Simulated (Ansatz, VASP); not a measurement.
# NaB4: VASP beside Ansatz

```
Na B
1.0
     3.12806    0.00000    0.00000
     0.00000    4.09805    0.00000
     0.00000    0.00000    5.53203
Na B
1 4
Direct
  0.50000 0.50000 0.50000
  0.50000 0.00000 0.16732
  0.00000 0.00000 0.80949
  0.00000 0.00000 0.19051
  0.50000 0.00000 0.83268
```

Alike in both runs: functional PBE; k mesh 12 × 8 × 8; occupations gaussian, width 0.1 eV; no spin polarisation.

Ansatz relaxed the structure, and its values are those at the end. VASP's run is a single point on that final structure, the one shown.

|  | VASP | Ansatz |
| --- | --- | --- |
| version | VASP 6.6.1 | Ansatz 0.2.0 |
| potentials or method | VASP PAW PBE potentials, release 64 (Na_pv, B), cutoff 520 eV | scalar-relativistic, plane waves, PAW |
| valence electrons in the cell | 19 | 21 |

|  | VASP | Ansatz | Ansatz less VASP |
| --- | --- | --- | --- |
| gap on the k mesh at the Fermi level (eV) | none | none | - |
| pressure (GPa) | 0.0 | 0.0 | +0.02 |

A gap of «none» marks a metal or a gap that the smearing closes. The functional is the same, so the differences come from potentials, cutoffs and numerics. VASP's potentials hold 19 valence electrons a cell and Ansatz's 21, so a difference there can come from the potentials and not from the codes.
